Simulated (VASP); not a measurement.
# Y2Si3O (P6/mmm) in VASP: notebook, part 2 of 2

VASP 6.6.1.

**3. Single point, PBE**

This run uses another cell than the first one, of 22.04 Å³/atom, 1.173 times its volume.

Contents of INCAR:

```
SYSTEM = Y2Si3O
PREC = Accurate ; ENCUT = 520
EDIFF = 1E-6 ; ISMEAR = 0
SIGMA = 0.1 ; LREAL = .False.
LASPH = .True. ; NELM = 80
ALGO = Normal ; ISIF = 2
LWAVE = .False. ; LCHARG = .True.
GGA = PE ; LELF = .True.
LVHAR = .True. ; NBANDS = 29
```

Contents of KPOINTS:

```
regular mesh
0
Gamma
  6 6 4
  0 0 0
```

Contents of POSCAR:

```
Y2Si3O
1.0
    5.6138725910      0.0000000032      0.0000000000
   -2.8069362983      4.8617562758      0.0000000000
    0.0000000000      0.0000000000      4.8444618380
Y Si O
2 3 1
Direct
    0.3333333333      0.6666666667      0.5000000000
    0.6666666667      0.3333333333      0.5000000000
    0.5000000000      0.0000000000      0.0000000000
    0.0000000000      0.5000000000      0.0000000000
    0.5000000000      0.5000000000      0.0000000000
    0.0000000000      0.0000000000      0.0000000000
```

Potentials or basis: VASP PAW PBE potentials, release 64 (Y_sv, Si, O).

Launch:

```sh
$ cat potpaw_PBE.64/Y_sv/POTCAR potpaw_PBE.64/Si/POTCAR potpaw_PBE.64/O/POTCAR > POTCAR
$ mpirun -np 1 vasp_std > vasp.out
```

OUTCAR:

```text
SYSTEM = Y2Si3O
   PREC = Accurate
   ENCUT = 520
   EDIFF = 1E-6
   ISMEAR = 0
   LREAL = .False.
   LASPH = .True.
   NELM = 80
   ISIF = 2
   GGA = PE

 ion  position               nearest neighbor table
   1  0.333  0.667  0.500-   4 2.91   4 2.91   3 2.91   3 2.91   5 2.91   5 2.91   2 3.24   2 3.24
                             2 3.24
   2  0.667  0.333  0.500-   4 2.91   4 2.91   3 2.91   3 2.91   5 2.91   5 2.91   1 3.24   1 3.24
                             1 3.24
   3  0.500  0.000  0.000-   4 2.81   4 2.81   5 2.81   5 2.81   1 2.91   2 2.91   1 2.91   2 2.91

   4  0.000  0.500  0.000-   3 2.81   3 2.81   5 2.81   5 2.81   1 2.91   2 2.91   1 2.91   2 2.91

   5  0.500  0.500  0.000-   4 2.81   4 2.81   3 2.81   3 2.81   1 2.91   2 2.91   1 2.91   2 2.91
[... 877 lines left out ...]
  Total        0.0072051      0.0072051     -0.0738952     -0.0000000      0.0000000      0.0000000
  in kB        0.0873069      0.0873069     -0.8954176     -0.0000000      0.0000000      0.0000000
  external PRESSURE =      -0.2402679 kB  Pullay stress =       0.0000000 kB

 VOLUME and BASIS-vectors are now :
 -----------------------------------------------------------------------------
  energy-cutoff  :      520.00
  volume of cell :      132.22
      direct lattice vectors                 reciprocal lattice vectors
     5.613872591  0.000000003  0.000000000     0.178130156  0.102843494  0.000000000
    -2.806936298  4.861756276  0.000000000    -0.000000000  0.205686987  0.000000000
     0.000000000  0.000000000  4.844461838     0.000000000  0.000000000  0.206421277

 POSITION                                       TOTAL-FORCE (eV/Angst)
 -----------------------------------------------------------------------------------
     -0.00000      3.24117      2.42223         0.000000     -0.000000      0.000000
      2.80694      1.62059      2.42223        -0.000000      0.000000      0.000000
      2.80694      0.00000      0.00000        -0.000000     -0.000000      0.000000
     -1.40347      2.43088      0.00000        -0.000000     -0.000000      0.000000
      1.40347      2.43088      0.00000        -0.000000     -0.000000      0.000000
      0.00000      0.00000      0.00000        -0.000000     -0.000000      0.000000
 -----------------------------------------------------------------------------------
    total drift:                                0.000000      0.000000     -0.000000

  FREE ENERGIE OF THE ION-ELECTRON SYSTEM (eV)
  ---------------------------------------------------
  free  energy   TOTEN  =       -33.7424965197 eV

  energy  without entropy=      -33.7263870577  energy(sigma->0) =      -33.73444179
```

OSZICAR:

```text
N       E                     dE             d eps       ncg     rms          rms(c)
DAV:   1     0.175126308067E+03    0.17513E+03   -0.18426E+04  1218   0.126E+03
DAV:   2    -0.189661521937E+02   -0.19409E+03   -0.18703E+03  1461   0.276E+02
DAV:   3    -0.354533878004E+02   -0.16487E+02   -0.16166E+02  1975   0.555E+01
DAV:   4    -0.365435924307E+02   -0.10902E+01   -0.10853E+01  1799   0.129E+01
DAV:   5    -0.365727250782E+02   -0.29133E-01   -0.29125E-01  1778   0.200E+00    0.416E+01
DAV:   6    -0.378815816166E+02   -0.13089E+01   -0.27103E+01  1517   0.213E+01    0.396E+01
DAV:   7    -0.344114400238E+02    0.34701E+01   -0.59251E+01  1627   0.122E+01    0.264E+01
DAV:   8    -0.337297849840E+02    0.68166E+00   -0.27154E+00  1475   0.689E+00    0.163E+00
DAV:   9    -0.337437475985E+02   -0.13963E-01   -0.43075E-01  1559   0.243E+00    0.172E+00
DAV:  10    -0.337437027531E+02    0.44845E-04   -0.12314E-02  1600   0.478E-01    0.120E+00
DAV:  11    -0.337426466614E+02    0.10561E-02   -0.20151E-02  1384   0.779E-01    0.568E-01
DAV:  12    -0.337424466212E+02    0.20004E-03   -0.19698E-03  1773   0.205E-01    0.736E-02
DAV:  13    -0.337424622281E+02   -0.15607E-04   -0.28773E-04  1416   0.779E-02    0.378E-02
DAV:  14    -0.337424947352E+02   -0.32507E-04   -0.76590E-05  1471   0.360E-02    0.170E-02
DAV:  15    -0.337424972958E+02   -0.25606E-05   -0.99235E-06  1767   0.118E-02    0.211E-02
DAV:  16    -0.337424965197E+02    0.77609E-06   -0.22517E-06  1230   0.749E-03
   1 F= -.33742497E+02 E0= -.33734442E+02  d E =-.161095E-01
```

stdout:

```text
POSCAR found type information on POSCAR Y SiO
 POSCAR found :  3 types and       6 ions
 scaLAPACK will be used
 LDA part: xc-table for (Slater+PW92), standard interpolation
 POSCAR, INCAR and KPOINTS ok, starting setup
 FFT: planning ... GRIDC
 FFT: planning ... GRID_SOFT
 FFT: planning ... GRID
 WAVECAR not read
 entering main loop
```

Run time: 71 s. Hardware: 1 thread of Intel Xeon Platinum 8488C (Sapphire Rapids), shared host; peak memory 0.29 GiB.

Results:

- Free energy: -33.7425 eV
- Pressure: 0.0 GPa
- Band gap on the k mesh: zero (band 20 reaches 4.54 eV, above the bottom of band 21 at 3.55 eV)

Stress tensor (GPa, compression positive):
```
 0.01  0.00  0.00
 0.00  0.01  0.00
 0.00  0.00 -0.09
```

Levels at points of the mesh, in eV from the Fermi level:
| k point | band 17 | band 18 | band 19 | band 20 | band 21 | band 22 | band 23 | band 24 |
| --- | --- | --- | --- | --- | --- | --- | --- | --- |
| (0.00, 0.00, 0.00) | -1.24 | -1.24 | -0.87 | -0.25 | 0.91 | 0.91 | 2.37 | 2.37 |
| (0.50, 0.00, 0.00) | -1.47 | -1.22 | -0.59 | -0.30 | -0.10 | 1.00 | 1.03 | 2.03 |
| (0.00, 0.00, 0.50) | -0.97 | -0.13 | -0.13 | 0.71 | 0.71 | 0.80 | 1.41 | 1.41 |
| (0.50, 0.00, 0.50) | -1.54 | -1.35 | -0.25 | 0.16 | 0.38 | 1.07 | 1.45 | 1.80 |

**4. Relaxation of cell and atoms, PBE**

Contents of INCAR:

```
SYSTEM = Y2Si3O
PREC = Accurate ; ENCUT = 600
EDIFF = 1E-6 ; ISMEAR = 0
SIGMA = 0.1 ; LREAL = .False.
LASPH = .True. ; NELM = 100
ALGO = Normal ; ISIF = 3
LWAVE = .False. ; LCHARG = .False.
GGA = PE ; IBRION = 2
NSW = 90 ; EDIFFG = -0.04
```

Contents of KPOINTS:

```
Automatic mesh
0
Gamma
  6 6 4
  0 0 0
```

Contents of POSCAR:

```
Y2Si3O
1.0
    5.0487230700      0.0000000000      0.0000000000
   -2.5243615400      4.3723224400      0.0000000000
    0.0000000000      0.0000000000      5.1061805200
Y Si O
2 3 1
Direct
    0.3333333300      0.6666666700      0.5000000000
    0.6666666700      0.3333333300      0.5000000000
    0.5000000000      0.0000000000      0.0000000000
    0.0000000000      0.5000000000      0.0000000000
    0.5000000000      0.5000000000      0.0000000000
    0.0000000000      0.0000000000      0.0000000000
```

Launch:

```sh
$ cat potpaw_PBE.64/Y_sv/POTCAR potpaw_PBE.64/Si/POTCAR potpaw_PBE.64/O/POTCAR > POTCAR
$ mpirun -np 1 vasp_std > vasp.out
```

Run time: 4.5 min. Hardware: 1 thread of Intel Xeon Platinum 8488C (Sapphire Rapids), shared host; peak memory 0.31 GiB.

Results (log left out):

```yaml
Free_energy: -33.7385 eV
Relaxed_volume: 22.02 Å³/atom
Relaxed_cell: a = 5.615 Å, b = 5.615 Å, c = 4.840 Å, α = 90.00°, β = 90.00°, γ = 120.00°
Space_group_after_relaxing_to_0.05_Å: P6/mmm (No. 191)
Energy_gained_by_relaxing: 147.4 meV/atom
Ionic_steps: 6
Pressure_after_relaxing: 0.0 GPa
Band_gap_on_the_k_mesh: zero (band 20 reaches 4.54 eV, above the bottom of band 21 at 3.55 eV)
```

Stress tensor (GPa, compression positive):
```
0.00 0.00 0.00
0.00 0.00 0.00
0.00 0.00 0.09
```

The path:
```
step  energy change (eV)  largest force (eV/Å)  pressure (GPa)  volume (Å³)
   1              0.0000                0.0000            7.61       112.72
   2             -0.6799                0.0000           -0.44       127.70
   3             -0.7285                0.0000           -3.44       136.20
   4             -0.7339                0.0000           -2.84       134.22
   5             -0.8694                0.0000            0.98       131.48
   6             -0.8842                0.0000            0.03       132.13
```

Final structure:
```
CELL_PARAMETERS angstrom
5.61452 0.00000 0.00000
-2.80726 4.86232 0.00000
0.00000 0.00000 4.83983
ATOMIC_POSITIONS crystal
Y 0.33333 0.66667 0.50000
Y 0.66667 0.33333 0.50000
Si 0.50000 0.00000 0.00000
Si 0.00000 0.50000 0.00000
Si 0.50000 0.50000 0.00000
O 0.00000 0.00000 0.00000
```

Levels at points of the mesh, in eV from the Fermi level:
```
           k point  band 16  band 17  band 18  band 19  band 20  band 21  band 22  band 23  band 24
(0.00, 0.00, 0.00)    -2.09    -1.24    -1.24    -0.87    -0.25     0.91     0.91     2.38     2.38
(0.50, 0.00, 0.00)    -1.74    -1.47    -1.21    -0.59    -0.30    -0.10     0.99     1.03     2.03
(0.00, 0.00, 0.50)    -3.62    -0.97    -0.13    -0.13     0.71     0.71     0.80     1.41     1.42
(0.50, 0.00, 0.50)    -1.76    -1.54    -1.35    -0.25     0.15     0.37     1.08     1.46     1.81
```

Caveat: the volume moved by over 15 % at a fixed basis, so the end points are rough.

**5. Single point, PBE**

This run uses another cell than the first one, of 22.10 Å³/atom, 1.176 times its volume.

Contents of INCAR:

```
ALGO     = Normal         # electronic algorithm
EDIFF    = 1E-6           # SCF threshold, eV
ENCUT    = 520            # plane-wave cutoff, eV
GGA      = PE             # functional
ISIF     = 2              # what is computed and relaxed
ISMEAR   = 0              # smearing method
LASPH    = T              # aspherical terms in the spheres
LCHARG   = F              # write CHGCAR
LREAL    = F              # projectors in reciprocal space
LWAVE    = F              # write WAVECAR
NBANDS   = 29             # bands
NELM     = 100            # most SCF steps
PREC     = Accurate       # precision mode
SIGMA    = 0.1            # smearing width, eV
```

Contents of KPOINTS:

```
k-points
0
Gamma
  12 12 8
```

Contents of POSCAR:

```
Y2Si3O
1.0
    5.6341709287      0.0000000000      0.0000000000
   -2.8170854644      4.8793351535      0.0000000000
    0.0000000000      0.0000000000      4.8231844031
Y Si O
2 3 1
Direct
    0.3333333333      0.6666666667      0.5000000000
    0.6666666667      0.3333333333      0.5000000000
    0.5000000000      0.0000000000      0.0000000000
    0.0000000000      0.5000000000      0.0000000000
    0.5000000000      0.5000000000      0.0000000000
    0.0000000000      0.0000000000      0.0000000000
```

Launch:

```sh
$ cat potpaw_PBE.64/Y_sv/POTCAR potpaw_PBE.64/Si/POTCAR potpaw_PBE.64/O/POTCAR > POTCAR
$ mpirun -np 1 vasp_std > vasp.out
```

It took 4.9 min on 1 thread of Intel Xeon Platinum 8488C (Sapphire Rapids), shared host; peak memory 0.49 GiB.

The run converged. Its results:

```yaml
Free_energy: -33.7499 eV
Pressure: -0.1 GPa
Band_gap_on_the_k_mesh: zero (band 20 reaches 4.48 eV, above the bottom of band 21 at 3.47 eV)
```

Levels at points of the mesh, in eV from the Fermi level:
| k point | band 16 | band 17 | band 18 | band 19 | band 20 | band 21 | band 22 | band 23 | band 24 | band 25 |
| --- | --- | --- | --- | --- | --- | --- | --- | --- | --- | --- |
| (0.00, 0.00, 0.00) | -2.02 | -1.22 | -1.22 | -0.82 | -0.20 | 0.92 | 0.92 | 2.40 | 2.40 | 2.55 |
| (0.50, 0.00, 0.00) | -1.69 | -1.45 | -1.16 | -0.56 | -0.29 | -0.08 | 1.02 | 1.05 | 2.06 | 2.75 |
| (0.00, 0.00, 0.50) | -3.55 | -0.93 | -0.13 | -0.13 | 0.71 | 0.71 | 0.87 | 1.44 | 1.44 | 1.53 |
| (0.50, 0.00, 0.50) | -1.72 | -1.49 | -1.31 | -0.25 | 0.16 | 0.38 | 1.12 | 1.51 | 1.85 | 1.94 |

**6. The runs side by side**

```tsv
task	cell	k mesh	cutoff (eV)	gap on the mesh (eV)	pressure (GPa)
single point	a = 5.049, b = 5.049, c = 5.106 Å, angles 90.0, 90.0, 120.0°, 6 atoms	6 × 6 × 4	520	none	7.6
single point	a = 5.614, b = 5.614, c = 4.844 Å, angles 90.0, 90.0, 120.0°, 6 atoms	6 × 6 × 4	520	none	0.0
relaxation of cell and atoms	relaxed from a = 5.049, b = 5.049, c = 5.106 Å, angles 90.0, 90.0, 120.0°, 6 atoms	6 × 6 × 4	600	none	0.0
single point	a = 5.634, b = 5.634, c = 4.823 Å, angles 90.0, 90.0, 120.0°, 6 atoms	12 × 12 × 8	520	none	-0.1
```

Alike in all rows: level PBE; potentials or basis VASP PAW PBE potentials, release 64 (Y_sv, Si, O); no spin polarisation; smearing gaussian 0.1 eV.

Caveats: the volume moved by over 15 % at a fixed basis, so the end points are rough (some runs).

Absolute energies hang on the potentials; compare differences alone.
